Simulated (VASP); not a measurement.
A run of VASP 6.6.1:

File INCAR:

```
SYSTEM = Cu
PREC = Accurate ; ENCUT = 520
EDIFF = 1E-7 ; ISMEAR = -1
SIGMA = 0.1 ; LREAL = .FALSE.
LASPH = .TRUE. ; NELM = 150
ALGO = Normal ; ISIF = 2
LWAVE = .FALSE. ; LCHARG = .TRUE.
MAGMOM = 0 0 0 ; LORBIT = 11
LSORBIT = .TRUE. ; GGA_COMPAT = .FALSE.
LORBMOM = .TRUE. ; LMAXMIX = 4
GGA = PE ; LVHAR = .TRUE.
NBANDS = 22
```

File KPOINTS:

```
Automatic mesh
0
G
  11 11 11
  0 0 0
```

Contents of POSCAR:

```
Cu
1.0
    0.0000000000      1.7887150000      1.7887150000
    1.7887150000      0.0000000000      1.7887150000
    1.7887150000      1.7887150000      0.0000000000
Cu
1
Direct
    0.0000000000      0.0000000000      0.0000000000
```

Potentials or basis: VASP PAW PBE potentials, release 64 (Cu).

Command:

```bash
$ cat potpaw_PBE.64/Cu/POTCAR > POTCAR
$ mpirun -np 1 vasp_ncl > vasp.out
```

Hardware: 1 thread of Intel(R) Xeon(R) 6975P-C (Granite Rapids), with other jobs on the host.

Task: How long does it take, and how much memory?

Result: It took 15 s on 1 thread of Intel(R) Xeon(R) 6975P-C (Granite Rapids), with other jobs on the host, peak memory 0.16 GiB. Counts: scf iterations 13, k points 56.
